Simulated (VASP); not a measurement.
A run of VASP 6.6.1:

The input INCAR:

```
ALGO = Normal
EDIFF = 1E-6
EDIFFG = -0.04
ENCUT = 600
GGA = PE
IBRION = 2
ISIF = 3
ISMEAR = 0
LASPH = True
LCHARG = False
LREAL = False
LWAVE = False
NELM = 100
NSW = 90
PREC = Accurate
SIGMA = 0.1
```

Contents of KPOINTS:

```
k-points
0
Gamma
  6 6 2
```

Contents of POSCAR:

```
Si2Ge
1.0
    2.8983913400      0.0000000000      0.0000000000
   -1.4491956700      2.5100805300      0.0000000000
    0.0000000000      0.0000000000     13.6563845800
Si Ge
4 2
Direct
    0.3333333300      0.6666666700      0.7500000000
    0.3333333300      0.6666666700      0.4166666700
    0.6666666700      0.3333333300      0.2500000000
    0.6666666700      0.3333333300      0.5833333300
    0.3333333300      0.6666666700      0.0833333300
    0.6666666700      0.3333333300      0.9166666700
```

Potentials or basis: VASP PAW PBE potentials, release 64 (Si, Ge_d).

The run is started by

```console
$ cat potpaw_PBE.64/Si/POTCAR potpaw_PBE.64/Ge_d/POTCAR > POTCAR
$ mpirun -np 1 vasp_std > vasp.out
```

Hardware: 1 thread of AMD EPYC 7R13 Processor (Zen 3) (shared host).

Problem. How long does it take, and how much memory?

Solution. It took 19 min on 1 thread of AMD EPYC 7R13 Processor (Zen 3), with other jobs on the host, peak memory 0.23 GiB. Counts: scf iterations 197, k points 14, ion steps 24.
